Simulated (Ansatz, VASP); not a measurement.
**One calculation of VH2, two programs**

```
V H
1.0
     0.00000    1.69495    1.69495
     1.69495    0.00000    1.69495
     1.69495    1.69495    0.00000
V H
1 2
Direct
  0.00000 0.00000 0.00000
  0.25000 0.25000 0.25000
  0.75000 0.75000 0.75000
```

Change from the starting cell: volume scaled by 0.5, PAW files.

Alike in both runs: task electric field gradients; functional LDA; k mesh 15 × 15 × 15; occupations fermi-dirac, width 0.05 eV; collinear spin.

```csv
,VASP,Ansatz
version,VASP 6.6.1,Ansatz 0.2.0
potentials or method,"VASP PAW LDA potentials, release 64 (V_sv, H)","PAW with Ansatz's default frozen-core files, scalar-relativistic"
plane-wave cutoff (eV),520,420
valence electrons in the cell,15,15
```

```tsv
	VASP	Ansatz	Ansatz less VASP
pressure (GPa)	391.7	385.0	-6.76
net moment per atom (μB)	0.00	0.00	0.000
```

LDA's correlation is that of Perdew and Zunger in VASP and of Perdew and Wang (1992) in Ansatz. Both programs put the cell under a high pressure, so it lies far from rest at this level. Ansatz's warnings: seeded moment not kept.

Noted on VASP's run: the cell as given lies far from equilibrium.
